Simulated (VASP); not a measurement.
# KF (Carobbiite) (Fm-3m) in VASP: further runs, part 2 of 2

VASP 6.6.1.

## 3. Relaxation of cell and atoms, PBEsol

The input, INCAR:

```
  PREC = Accurate
  ENCUT = 600
  EDIFF = 1E-7
  ISMEAR = -1
  SIGMA = 0.05
  LREAL = F
  LASPH = T
  NELM = 60
  ALGO = Normal
  ISIF = 3
  LWAVE = F
  LCHARG = F
  GGA = PS
  IBRION = 2
  NSW = 60
  EDIFFG = -0.01
```

The input, KPOINTS:

```
Automatic mesh
0
Gamma
  9 9 9
```

The input, POSCAR:

```
KF
1.0
    0.0000000000      2.6718500000      2.6718500000
    2.6718500000      0.0000000000      2.6718500000
    2.6718500000      2.6718500000      0.0000000000
K F
1 1
Direct
    0.0000000000      0.0000000000      0.0000000000
    0.5000000000      0.5000000000      0.5000000000
```

Potentials or basis: VASP PAW PBE potentials, release 64 (K_sv, F).

On the command line:

```console
$ cat potpaw_PBE.64/K_sv/POTCAR potpaw_PBE.64/F/POTCAR > POTCAR
$ mpirun -np 1 vasp_std > vasp.out
```

Wall time 21 s (1 thread of Intel Xeon 6975P-C (Granite Rapids), shared host); peak memory 0.18 GiB.

Results (log left out):

- Free energy: -8.5227 eV
- Relaxed volume: 18.69 Å³/atom
- Relaxed cell: a = 3.753 Å, b = 3.753 Å, c = 3.753 Å, α = 60.00°, β = 60.00°, γ = 60.00°
- Space group after relaxing (to 0.05 Å): Fm-3m (No. 225)
- Energy gained by relaxing: 0.8 meV/atom
- Ionic steps: 3
- Pressure after relaxing: 0.0 GPa
- Band gap on the k mesh: 6.13 eV, direct

The path:
```
step  energy change (eV)  largest force (eV/Å)  pressure (GPa)  volume (Å³)
   1              0.0000                0.0000           -0.64        38.15
   2             -0.0012                0.0000           -0.29        37.73
   3             -0.0015                0.0000            0.01        37.39
```

Final structure:
```
K F
1.0
     0.00000    2.65397    2.65397
     2.65397    0.00000    2.65397
     2.65397    2.65397    0.00000
K F
1 1
Direct
  0.00000 0.00000 0.00000
  0.50000 0.50000 0.50000
```

Levels at points of the mesh, in eV from the valence-band top:
| k point | band 6 | band 7 | band 8 | band 9 | band 10 | band 11 |
| --- | --- | --- | --- | --- | --- | --- |
| (0.00, 0.00, 0.00) | 0.00 | 0.00 | 0.00 | 6.13 | 10.69 | 10.69 |

Caveat: the PAW data sets were made with another functional, which shifts forces and pressure a little. A k mesh can miss the band edges.

## 4. Relaxation of cell and atoms, PBEsol+D3(BJ)

The input, INCAR:

```
SYSTEM = KF
  PREC = Accurate
  ENCUT = 600
  EDIFF = 1E-7
  ISMEAR = -1
  SIGMA = 0.05
  LREAL = .FALSE.
  LASPH = .TRUE.
  NELM = 60
  ALGO = Normal
  ISIF = 3
  LWAVE = .FALSE.
  LCHARG = .FALSE.
  GGA = PS
  IVDW = 12
  IBRION = 2
  NSW = 60
  EDIFFG = -0.01
```

The input, KPOINTS:

```
regular mesh
0
G
  9 9 9
  0 0 0
```

POSCAR is that of step 3.

On the command line:

```console
$ cat potpaw_PBE.64/K_sv/POTCAR potpaw_PBE.64/F/POTCAR > POTCAR
$ mpirun -np 1 vasp_std > vasp.out
```

Run time: 22 s. Hardware: 1 thread of Intel Xeon 6975P-C (Granite Rapids), shared host; peak memory 0.19 GiB.

It converged, with:

```yaml
Free_energy: -8.8606 eV
Relaxed_volume: 17.92 Å³/atom
Relaxed_cell: a = 3.701 Å, b = 3.701 Å, c = 3.701 Å, α = 60.00°, β = 60.00°, γ = 60.00°
Space_group_after_relaxing_to_0.05_Å: Fm-3m (No. 225)
Energy_gained_by_relaxing: 8.0 meV/atom
Ionic_steps: 3
Pressure_after_relaxing: 0.0 GPa
Band_gap_on_the_k_mesh: 6.35 eV, direct
Dispersion_energy_per_atom: -0.173 eV
```

Step by step:
| step | energy change (eV) | largest force (eV/Å) | pressure (GPa) | volume (Å³) |
| --- | --- | --- | --- | --- |
| 1 | 0.0000 | 0.0000 | -2.06 | 38.15 |
| 2 | -0.0129 | 0.0000 | -0.99 | 36.81 |
| 3 | -0.0161 | 0.0000 | -0.04 | 35.85 |

Final structure:
```xyz
2
Lattice="0.0000 2.6171 2.6171 2.6171 0.0000 2.6171 2.6171 2.6171 0.0000" Properties=species:S:1:pos:R:3 pbc="T T T"
K     0.0000    0.0000    0.0000
F     2.6171    2.6171    2.6171
```

Levels at points of the mesh, in eV from the valence-band top:
```
           k point  band 4  band 5  band 6  band 7  band 8  band 9  band 10  band 11  band 12
(0.00, 0.00, 0.00)   -9.06   -9.06    0.00    0.00    0.00    6.35    10.80    10.80    10.80
```

Caveat: the PAW data sets were made with another functional, which shifts forces and pressure a little. A k mesh can miss the band edges.

## 5. Relaxation of cell and atoms, PBEsol+D4

The input, INCAR:

```
  ALGO = Normal
  EDIFF = 1E-6
  EDIFFG = -0.01
  ENCUT = 600
  GGA = PS
  IBRION = 2
  ISIF = 3
  ISMEAR = -1
  IVDW = 13
  LASPH = True
  LCHARG = False
  LREAL = False
  LWAVE = False
  NELM = 80
  NSW = 60
  PREC = Accurate
  SIGMA = 0.05
```

The input, KPOINTS:

```
k-points
0
Gamma
  9 9 9
```

POSCAR is that of step 4.

Potentials or basis: VASP PAW PBE potentials, release 64 (K_sv, F).

On the command line:

```console
$ cat potpaw_PBE.64/K_sv/POTCAR potpaw_PBE.64/F/POTCAR > POTCAR
$ mpirun -np 1 vasp_std > vasp.out
```

OUTCAR:

```text
EDIFF = 1E-6
   EDIFFG = -0.01
   ENCUT = 600
   GGA = PS
   IBRION = 2
   ISIF = 3
   ISMEAR = -1
   IVDW = 13
   LASPH = True
   LREAL = False
   NELM = 80
   NSW = 60
   PREC = Accurate

 ion  position               nearest neighbor table
   1  0.000  0.000  0.000-   2 2.67   2 2.67   2 2.67   2 2.67   2 2.67   2 2.67
   2  0.500  0.500  0.500-   1 2.67   1 2.67   1 2.67   1 2.67   1 2.67   1 2.67

  LATTYP: Found a face centered cubic cell.
 ALAT       =     5.3437000000

  Lattice vectors:

 A1 = (   0.0000000000,   2.6718500000,   2.6718500000)
 A2 = (   2.6718500000,   0.0000000000,   2.6718500000)
 A3 = (   2.6718500000,   2.6718500000,   0.0000000000)

Analysis of symmetry for initial positions (statically):
=====================================================================
 Subroutine PRICEL returns:
 Original cell was already a primitive cell.

 Routine SETGRP: Setting up the symmetry group for a
 face centered cubic supercell.

 Subroutine GETGRP returns: Found 48 space group operations
[... 9 lines left out ...]

 Routine SETGRP: Setting up the symmetry group for a
[... 246 lines left out ...]

 val. band max:       -2.8333750878   @ k =   0.0000   0.0000   0.0000
 cond. band min:       3.3446990784   @ k =   0.0000   0.0000   0.0000
 fundamental gap:      6.1780741662
 Fermi energy:        -1.6219657623

 k-point     1 :       0.0000    0.0000    0.0000
  band No.  band energies     occupation
      1     -28.7165      2.00000
      2     -21.3780      2.00000
      3     -12.0055      2.00000
      4     -12.0055      2.00000
      5     -12.0055      2.00000
      6      -2.8334      2.00000
      7      -2.8334      2.00000
      8      -2.8334      2.00000
      9       3.3447      0.00000
     10       7.8795      0.00000
     11       7.8795      0.00000
     12       7.8795      0.00000
[... 331 lines left out ...]
 k-point    24 :       0.4444    0.4444    0.0000
  band No.  band energies     occupation
      1     -28.5833      2.00000
      2     -21.4058      2.00000
      3     -12.6028      2.00000
      4     -12.2367      2.00000
      5     -12.2367      2.00000
      6      -3.0696      2.00000
      7      -2.8841      2.00000
      8      -2.8841      2.00000
      9       5.3357      0.00000
     10       7.3475      0.00000
     11       9.1515      0.00000
     12      10.8753      0.00000

 [... further k-points ...]

------------------------ aborting loop because EDIFF is reached ----------------------------------------

  DFT-D4 for vdW energy calculation

  Edisp (eV):   -0.08544
[... 25 lines left out ...]
  FREE ENERGIE OF THE ION-ELECTRON SYSTEM (eV)
  ---------------------------------------------------
  free  energy   TOTEN  =        -8.6078172406 eV

  energy  without entropy=       -8.6078172405  energy(sigma->0) =       -8.60781724

 reached required accuracy - stopping structural energy minimisation
```

CONTCAR:

```text
KF
   1.00000000000000
     0.0000000000000000    2.6461266770657321    2.6461266770657321
     2.6461266770657321    0.0000000000000000    2.6461266770657321
     2.6461266770657321    2.6461266770657321    0.0000000000000000
  K               F
     1     1
Direct
     0.0000000000000000    0.0000000000000000    0.0000000000000000
     0.5000000000000000    0.5000000000000000    0.5000000000000000

  0.00000000E+00  0.00000000E+00  0.00000000E+00
  0.00000000E+00  0.00000000E+00  0.00000000E+00
```

It took 21 s on 1 thread of Intel Xeon 6975P-C (Granite Rapids), shared host; peak memory 0.18 GiB.

Results:

* Free energy: -8.6078 eV
* Relaxed volume: 18.53 Å³/atom
* Relaxed cell: a = 3.742 Å, b = 3.742 Å, c = 3.742 Å, α = 60.00°, β = 60.00°, γ = 60.00°
* Space group after relaxing (to 0.05 Å): Fm-3m (No. 225)
* Energy gained by relaxing: 1.9 meV/atom
* Ionic steps: 3
* Pressure after relaxing: -0.1 GPa
* Band gap on the k mesh: 6.18 eV, direct
* Dispersion energy per atom: -0.043 eV

Step by step:
```tsv
step	energy change (eV)	largest force (eV/Å)	pressure (GPa)	volume (Å³)
1	0.0000	0.0000	-0.98	38.15
2	-0.0030	0.0000	-0.48	37.51
3	-0.0038	0.0000	-0.08	37.06
```

Final structure:
```yaml
crystal:
  lattice:
    - [0.00000, 2.64613, 2.64613]
    - [2.64613, 0.00000, 2.64613]
    - [2.64613, 2.64613, 0.00000]
  atoms:
    - { symbol: K, position: [0.00000, 0.00000, 0.00000] }
    - { symbol: F, position: [0.50000, 0.50000, 0.50000] }
```

Levels at points of the mesh, in eV from the valence-band top:
```
           k point  band 5  band 6  band 7  band 8  band 9  band 10  band 11  band 12
(0.00, 0.00, 0.00)   -9.17    0.00    0.00    0.00    6.18    10.71    10.71    10.71
```

Caveat: the PAW data sets were made with another functional, which shifts forces and pressure a little. A k mesh can miss the band edges.

## 6. Summary

| task | level | cell | k mesh | cutoff (eV) | gap on the mesh (eV) | pressure (GPa) | relaxed volume (Å³/atom) |
| --- | --- | --- | --- | --- | --- | --- | --- |
| single point | PBEsol | as given | 6 × 6 × 6 | 520 | 6.03 | -0.6 | - |
| relaxation of cell and atoms | PBEsol | relaxed | 9 × 9 × 9 | 600 | 6.13 | 0.0 | 18.69 |
| relaxation of cell and atoms | PBEsol+D3(BJ) | relaxed | 9 × 9 × 9 | 600 | 6.35 | 0.0 | 17.92 |
| relaxation of cell and atoms | PBEsol+D4 | relaxed | 9 × 9 × 9 | 600 | 6.18 | -0.1 | 18.53 |

Alike in all rows: potentials or basis VASP PAW PBE potentials, release 64 (K_sv, F); no spin polarisation; smearing fermi-dirac 0.05 eV.

Caveats: the PAW data sets were made with another functional, which shifts forces and pressure a little.

Absolute energies hang on the potentials; compare differences alone.
